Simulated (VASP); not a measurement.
# Ge (Fd-3m) in VASP: notebook, part 2 of 2

VASP 6.6.1. Earlier steps stand in the parts before.

## Step 3: Single point, PBE

This run uses another cell than the first one, of 21.75 Å³/atom.

File INCAR:

```
PREC = Accurate
ENCUT = 500
EDIFF = 1E-6
ISMEAR = 0
SIGMA = 0.1
LREAL = F
LASPH = T
NELM = 120
ALGO = Normal
ISIF = 2
LWAVE = F
LCHARG = F
GGA = PE
NBANDS = 21
GGA_COMPAT = F
```

File KPOINTS:

```
regular mesh
0
Gamma
  14 14 14
```

File POSCAR:

```
Ge
1.0
    0.0000000000      2.7913899228      2.7913899228
    2.7913899228      0.0000000000      2.7913899228
    2.7913899228      2.7913899228      0.0000000000
Ge
2
Direct
    0.0000000000      0.0000000000      0.0000000000
    0.2500000000      0.2500000000      0.2500000000
```

Potentials or basis: VASP PAW PBE potentials, release 64 (Ge_d).

The run is started by

```sh
$ cat potpaw_PBE.64/Ge_d/POTCAR > POTCAR
$ mpirun -np 1 vasp_std > vasp.out
```

OUTCAR:

```text
PREC = Accurate
   ENCUT = 500
   EDIFF = 1E-6
   ISMEAR = 0
   LREAL = F
   LASPH = T
   NELM = 120
   ISIF = 2
   GGA = PE

 ion  position               nearest neighbor table
   1  0.000  0.000  0.000-   2 2.42   2 2.42   2 2.42   2 2.42
   2  0.250  0.250  0.250-   1 2.42   1 2.42   1 2.42   1 2.42

  LATTYP: Found a face centered cubic cell.
 ALAT       =     5.5827798456

  Lattice vectors:

 A1 = (   0.0000000000,   2.7913899228,   2.7913899228)
 A2 = (   2.7913899228,   0.0000000000,   2.7913899228)
 A3 = (   2.7913899228,   2.7913899228,   0.0000000000)

Analysis of symmetry for initial positions (statically):
=====================================================================
 Subroutine PRICEL returns:
 Original cell was already a primitive cell.

 Routine SETGRP: Setting up the symmetry group for a
 face centered cubic supercell.

 Subroutine GETGRP returns: Found 48 space group operations
 (whereof 24 operations were pure point group operations)
 out of a pool of 48 trial point group operations.

The static configuration has the point symmetry T_d .
[... 160 lines left out ...]
  free energy    TOTEN  =        -8.95125595 eV

  energy without entropy =       -8.95124046  energy(sigma->0) =       -8.95124821

 E-fermi :   5.5386     XC(G=0): -10.1167

 val. band max:        5.3911902912   @ k =   0.0000   0.0000   0.0000
 cond. band min:       5.7014679313   @ k =   0.5000   0.0000   0.0000
 fundamental gap:      0.3102776401
 Fermi energy:         5.5385881702

 k-point     1 :       0.0000    0.0000    0.0000
  band No.  band energies     occupation
      1     -19.4857      2.00000
      2     -19.4857      2.00000
      3     -19.4857      2.00000
      4     -19.4464      2.00000
      5     -19.4464      2.00000
      6     -19.2133      2.00000
[... 565 lines left out ...]
     20      14.8733      0.00000
     21      15.3004      0.00000

 [... further k-points ...]

------------------------ aborting loop because EDIFF is reached ----------------------------------------

  FORCE on cell =-STRESS in cart. coord.  units (eV):
  Direction    XX          YY          ZZ          XY          YZ          ZX
  --------------------------------------------------------------------------------------
  -------------------------------------------------------------------------------------
  Total        1.8572270      1.8572270      1.8572270      0.0000000      0.0000000     -0.0000000
  in kB       68.4044035     68.4044035     68.4044035      0.0000000      0.0000000     -0.0000000
  external PRESSURE =      68.4044035 kB  Pullay stress =       0.0000000 kB

 VOLUME and BASIS-vectors are now :
 -----------------------------------------------------------------------------
  energy-cutoff  :      500.00
  volume of cell :       43.50
      direct lattice vectors                 reciprocal lattice vectors
     0.000000000  2.791389923  2.791389923    -0.179122234  0.179122234  0.179122234
     2.791389923  0.000000000  2.791389923     0.179122234 -0.179122234  0.179122234
     2.791389923  2.791389923  0.000000000     0.179122234  0.179122234 -0.179122234

 POSITION                                       TOTAL-FORCE (eV/Angst)
 -----------------------------------------------------------------------------------
      0.00000      0.00000      0.00000         0.000000      0.000000     -0.000000
      1.39569      1.39569      1.39569        -0.000000     -0.000000      0.000000
 -----------------------------------------------------------------------------------
    total drift:                                0.000000     -0.000000      0.000000

  FREE ENERGIE OF THE ION-ELECTRON SYSTEM (eV)
  ---------------------------------------------------
  free  energy   TOTEN  =        -8.9512559533 eV

  energy  without entropy=       -8.9512404595  energy(sigma->0) =       -8.95124821
```

OSZICAR:

```text
N       E                     dE             d eps       ncg     rms          rms(c)
DAV:   1     0.184224808733E+03    0.18422E+03   -0.14152E+04  4977   0.358E+03
DAV:   2     0.174611600159E+02   -0.16676E+03   -0.16161E+03  4393   0.608E+02
DAV:   3    -0.821574109531E+01   -0.25677E+02   -0.25506E+02  5008   0.140E+02
DAV:   4    -0.903830589695E+01   -0.82256E+00   -0.82218E+00  4898   0.293E+01
DAV:   5    -0.905170245979E+01   -0.13397E-01   -0.13396E-01  5008   0.409E+00    0.338E+00
DAV:   6    -0.898423009483E+01    0.67472E-01   -0.23429E-02  4960   0.138E+00    0.200E+00
DAV:   7    -0.894937220765E+01    0.34858E-01   -0.53490E-02  5082   0.196E+00    0.149E-01
DAV:   8    -0.895110634133E+01   -0.17341E-02   -0.59338E-03  4828   0.872E-01    0.441E-02
DAV:   9    -0.895124353618E+01   -0.13719E-03   -0.20262E-04  5035   0.182E-01    0.153E-02
DAV:  10    -0.895125443043E+01   -0.10894E-04   -0.27608E-05  5142   0.657E-02    0.650E-03
DAV:  11    -0.895125583240E+01   -0.14020E-05   -0.47168E-06  4614   0.327E-02    0.164E-03
DAV:  12    -0.895125595327E+01   -0.12086E-06   -0.17346E-07  3065   0.480E-03
   1 F= -.89512560E+01 E0= -.89512482E+01  d E =-.154938E-04
```

Wall time 71 s (1 thread of Intel Xeon Platinum 8259CL at 2.50GHz (Skylake/Cascade Lake), shared host); peak memory 0.21 GiB.

Results:

| Property | Result |
| --- | --- |
| Free energy | -8.9513 eV |
| Pressure | 6.8 GPa |
| Band gap on the k mesh | 0.31 eV (least direct gap 0.41 eV) |

Caveat: the cell stands under pressure. A k mesh can miss the band edges.

## Step 4: Single point, PBE

This run uses another cell than the first one, of 23.18 Å³/atom.

File INCAR:

```
SYSTEM = Ge
ALGO = Normal
EDIFF = 1E-6
ENCUT = 500
GGA = PE
GGA_COMPAT = .False.
ISIF = 2
ISMEAR = 0
LASPH = .True.
LCHARG = .False.
LREAL = .False.
LWAVE = .False.
NBANDS = 21
NELM = 120
PREC = Accurate
SIGMA = 0.1
```

File KPOINTS:

```
k-points
0
Gamma
  14 14 14
  0 0 0
```

File POSCAR:

```
Ge
1.0
    0.0000000000      2.8514381356      2.8514381356
    2.8514381356      0.0000000000      2.8514381356
    2.8514381356      2.8514381356      0.0000000000
Ge
2
Direct
    0.0000000000      0.0000000000      0.0000000000
    0.2500000000      0.2500000000      0.2500000000
```

Potentials or basis: VASP PAW PBE potentials, release 64 (Ge_d).

The run is started by

```sh
$ cat potpaw_PBE.64/Ge_d/POTCAR > POTCAR
$ mpirun -np 1 vasp_std > vasp.out
```

OUTCAR:

```text
SYSTEM = Ge
   EDIFF = 1E-6
   ENCUT = 500
   GGA = PE
   ISIF = 2
   ISMEAR = 0
   LASPH = .True.
   LREAL = .False.
   NELM = 120
   PREC = Accurate

 ion  position               nearest neighbor table
   1  0.000  0.000  0.000-   2 2.47   2 2.47   2 2.47   2 2.47
   2  0.250  0.250  0.250-   1 2.47   1 2.47   1 2.47   1 2.47

  LATTYP: Found a face centered cubic cell.
 ALAT       =     5.7028762712

  Lattice vectors:

 A1 = (   0.0000000000,   2.8514381356,   2.8514381356)
[... 764 lines left out ...]

------------------------ aborting loop because EDIFF is reached ----------------------------------------

  FORCE on cell =-STRESS in cart. coord.  units (eV):
  Direction    XX          YY          ZZ          XY          YZ          ZX
  --------------------------------------------------------------------------------------
  -------------------------------------------------------------------------------------
  Total        0.5176311      0.5176311      0.5176311      0.0000000      0.0000000     -0.0000000
  in kB       17.8858281     17.8858281     17.8858281      0.0000000      0.0000000     -0.0000000
  external PRESSURE =      17.8858281 kB  Pullay stress =       0.0000000 kB

 VOLUME and BASIS-vectors are now :
 -----------------------------------------------------------------------------
  energy-cutoff  :      500.00
  volume of cell :       46.37
      direct lattice vectors                 reciprocal lattice vectors
     0.000000000  2.851438136  2.851438136    -0.175350113  0.175350113  0.175350113
     2.851438136  0.000000000  2.851438136     0.175350113 -0.175350113  0.175350113
     2.851438136  2.851438136  0.000000000     0.175350113  0.175350113 -0.175350113

 POSITION                                       TOTAL-FORCE (eV/Angst)
 -----------------------------------------------------------------------------------
      0.00000      0.00000      0.00000        -0.000000      0.000000      0.000000
      1.42572      1.42572      1.42572         0.000000     -0.000000     -0.000000
 -----------------------------------------------------------------------------------
    total drift:                                0.000000     -0.000000      0.000000

  FREE ENERGIE OF THE ION-ELECTRON SYSTEM (eV)
  ---------------------------------------------------
  free  energy   TOTEN  =        -9.0281608693 eV

  energy  without entropy=       -9.0279624730  energy(sigma->0) =       -9.02806167
```

OSZICAR:

```text
N       E                     dE             d eps       ncg     rms          rms(c)
DAV:   1     0.186535868208E+03    0.18654E+03   -0.14285E+04  4893   0.354E+03
DAV:   2     0.181368457351E+02   -0.16840E+03   -0.16338E+03  4378   0.607E+02
DAV:   3    -0.821997470412E+01   -0.26357E+02   -0.26199E+02  5008   0.141E+02
DAV:   4    -0.909345411900E+01   -0.87348E+00   -0.87306E+00  4943   0.301E+01
DAV:   5    -0.910805140044E+01   -0.14597E-01   -0.14597E-01  4943   0.430E+00    0.309E+00
DAV:   6    -0.905457938746E+01    0.53472E-01   -0.20335E-02  5075   0.144E+00    0.184E+00
DAV:   7    -0.902630709060E+01    0.28272E-01   -0.45033E-02  4759   0.194E+00    0.146E-01
DAV:   8    -0.902798514124E+01   -0.16781E-02   -0.59441E-03  4933   0.968E-01    0.419E-02
DAV:   9    -0.902813505954E+01   -0.14992E-03   -0.22797E-04  5015   0.212E-01    0.157E-02
DAV:  10    -0.902815891951E+01   -0.23860E-04   -0.45353E-05  5376   0.706E-02    0.596E-03
DAV:  11    -0.902816087869E+01   -0.19592E-05   -0.64756E-06  5414   0.423E-02    0.163E-03
DAV:  12    -0.902816086934E+01    0.93478E-08   -0.23893E-07  3052   0.965E-03
   1 F= -.90281609E+01 E0= -.90280617E+01  d E =-.198396E-03
```

stdout:

```text
POSCAR found type information on POSCAR Ge
 POSCAR found :  1 types and       2 ions
 scaLAPACK will be used
 LDA part: xc-table for (Slater+PW92), standard interpolation
 POSCAR, INCAR and KPOINTS ok, starting setup
 FFT: planning ... GRIDC
 FFT: planning ... GRID_SOFT
 FFT: planning ... GRID
 WAVECAR not read
 entering main loop
```

It took 75 s on 1 thread of Intel Xeon Platinum 8259CL at 2.50GHz (Skylake/Cascade Lake), shared host; peak memory 0.22 GiB.

Results:

```
Free energy            : -9.0282 eV
Pressure               : 1.8 GPa
Band gap on the k mesh : zero (filled and empty bands touch)
```

Caveat: semilocal functionals underestimate gaps, so a narrow gap can read as zero.

## Step 5: Single point, RPBE

This run uses another cell than the first one, of 26.29 Å³/atom.

File INCAR:

```
SYSTEM = Ge
PREC     = Accurate       ! precision mode
ENCUT    = 500            ! plane-wave cutoff, eV
EDIFF    = 1E-6           ! SCF threshold, eV
ISMEAR   = 0              ! smearing method
SIGMA    = 0.1            ! smearing width, eV
LREAL    = .FALSE.        ! projectors in reciprocal space
LASPH    = .TRUE.         ! aspherical terms in the spheres
NELM     = 120            ! most SCF steps
ALGO     = Normal         ! electronic algorithm
ISIF     = 2              ! what is computed and relaxed
LWAVE    = .FALSE.        ! write WAVECAR
LCHARG   = .FALSE.        ! write CHGCAR
GGA      = RP             ! functional
NBANDS   = 21             ! bands
GGA_COMPAT= .FALSE.
```

File KPOINTS:

```
regular mesh
0
G
  14 14 14
  0 0 0
```

File POSCAR:

```
Ge
1.0
    0.0000000000      2.9735205021      2.9735205021
    2.9735205021      0.0000000000      2.9735205021
    2.9735205021      2.9735205021      0.0000000000
Ge
2
Direct
    0.0000000000      0.0000000000      0.0000000000
    0.2500000000      0.2500000000      0.2500000000
```

The run is started by

```sh
$ cat potpaw_PBE.64/Ge_d/POTCAR > POTCAR
$ mpirun -np 1 vasp_std > vasp.out
```

Wall time 58 s (1 thread of Intel Xeon Platinum 8259CL at 2.50GHz (Skylake/Cascade Lake), shared host); peak memory 0.22 GiB.

It converged, with:

* Free energy: -8.3321 eV
* Pressure: -3.2 GPa
* Band gap on the k mesh: zero (bands 14 and 15 overlap by 0.14 eV)

Levels at points of the mesh, in eV from the Fermi level:
| k point | band 11 | band 12 | band 13 | band 14 | band 15 | band 16 | band 17 | band 18 |
| --- | --- | --- | --- | --- | --- | --- | --- | --- |
| (0.00, 0.00, 0.00) | -11.62 | -1.08 | 0.07 | 0.07 | 0.07 | 2.55 | 2.55 | 2.55 |
| (0.50, 0.00, 0.00) | -9.88 | -6.90 | -1.13 | -1.13 | -0.07 | 3.73 | 3.73 | 7.24 |
| (0.50, 0.50, 0.00) | -8.28 | -8.28 | -2.52 | -2.52 | 1.06 | 1.06 | 8.43 | 8.43 |

Caveat: the cell stands under tension; semilocal functionals underestimate gaps, so a narrow gap can read as zero; the PAW data sets were made with another functional, which shifts forces and pressure a little.

## Step 6: Summary

```csv
level,cell,gap on the mesh (eV),pressure (GPa)
PBE,"a = 4.074 Å, angles 60.0°, 2 atoms",none,-0.1
PBE,"a = 3.948 Å, angles 60.0°, 2 atoms",0.31,6.8
PBE,"a = 4.033 Å, angles 60.0°, 2 atoms",none,1.8
RPBE,"a = 4.205 Å, angles 60.0°, 2 atoms",none,-3.2
```

Alike in all rows: task single point; potentials or basis VASP PAW PBE potentials, release 64 (Ge_d); no spin polarisation; k mesh 14 × 14 × 14; cutoff (eV) 500; smearing gaussian 0.1 eV.

Caveats: semilocal functionals underestimate gaps, so a narrow gap can read as zero (at least some runs); the cell stands under pressure (at least some runs); the cell stands under tension (at least some runs); the PAW data sets were made with another functional, which shifts forces and pressure a little (at least some runs).

Absolute energies hang on the potentials; compare differences alone.

## Step 7: Comparison with measurements

Step 2. Against the measured gap of Ge, 0.666 eV (indirect; 293 K; “Electronic and optical properties of SixGe1-x-ySny alloys lattice-matched to Ge”, 2021, arxiv:2109.02782), the calculated 0.00 eV is off by -0.67 eV. 3 values of this kind are on record (0.666 to 0.807 eV); this one was drawn at random among those near their median. Spin-orbit coupling on Ge is left out. The value is that of PBE on a finite k mesh, which can miss the band edges, without temperature or zero-point motion. Semilocal functionals fall short of measured gaps as a rule.
